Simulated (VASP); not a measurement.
Wanted: the native input for a VASP 6.6.1 run.

- Task: single point
- Functional: PBEsol
- Dispersion: D3(BJ)
- Potentials or basis: VASP PAW PBE potentials, release 64 (C)
- Cutoff: 600 eV
- k mesh: 9 × 9 × 3
- Occupations: gaussian, width 0.1 eV
- Spin: no spin polarisation
- Dipole correction: no
- Further INCAR settings: ALGO = Normal; EDIFF = 1e-06; NBANDS = 11

The structure of C lies in POSCAR:

```
C
1.0
    2.4561700000      0.0000000000      0.0000000000
   -1.2280900000      2.1271100000      0.0000000000
    0.0000000000      0.0000000000      8.5238000000
C
2
Direct
    0.3333333333      0.6666666667      0.0000000000
    0.6666666667      0.3333333333      0.0000000000
```

The input as run:

INCAR

```
ALGO = Normal
EDIFF = 1E-6
ENCUT = 600
GGA = PS
GGA_COMPAT = False
ISIF = 2
ISMEAR = 0
IVDW = 12
LASPH = True
LCHARG = False
LREAL = False
LWAVE = False
NBANDS = 11
NELM = 120
PREC = Accurate
SIGMA = 0.1
```

KPOINTS

```
k-points
0
Gamma
  9 9 3
```

Potentials or basis: VASP PAW PBE potentials, release 64 (C).

Launch:

```bash
$ cat potpaw_PBE.64/C/POTCAR > POTCAR
$ mpirun -np 1 vasp_std > vasp.out
```

It gave:

- Band gap on the k mesh: zero (filled and empty bands touch)
- Dispersion energy per atom: -0.051 eV

Caveat: three body term missing.

Run time: 16 s on 1 thread of AMD EPYC 7R43 64-Core Processor (Zen 3), on a shared host, peak memory 0.14 GiB.
